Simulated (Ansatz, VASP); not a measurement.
One calculation of Na2Hg, two programs

```xyz
3
Lattice="3.5936 0.0000 0.0000 -1.7968 3.1122 0.0000 0.0000 0.0000 8.2621" Properties=species:S:1:pos:R:3 pbc="T T T"
Na    0.0000    2.0748    5.6777
Na    1.7968    1.0374    2.5844
Hg    0.0000    0.0000    0.0000
```

Alike in both runs: task relaxation of cell and atoms; functional PBE; k mesh 12 × 12 × 6; occupations gaussian, width 0.1 eV; no spin polarisation.

|  | VASP | Ansatz |
| --- | --- | --- |
| version | VASP 6.6.1 | Ansatz 0.2.0 |
| potentials or method | VASP PAW PBE potentials, release 64 (Na_pv, Hg), cutoff 600 eV | scalar-relativistic, plane waves, PAW |
| valence electrons in the cell | 26 | 38 |

|  | VASP | Ansatz | Ansatz less VASP |
| --- | --- | --- | --- |
| gap on the k mesh at the Fermi level, each at its own relaxed structure (eV) | none | none | - |
| relaxed volume (Å³/atom) | 30.76 | 30.76 | +0.007 |
| relaxed cell length with the largest relative difference (Å) | 8.093 | 8.124 | +0.0311 |

A gap of «none» marks a metal or a gap that the smearing closes. VASP's potentials hold 26 valence electrons a cell and Ansatz's 38, so a difference there can come from the potentials and not from the codes.

Neither program's run includes spin-orbit coupling.
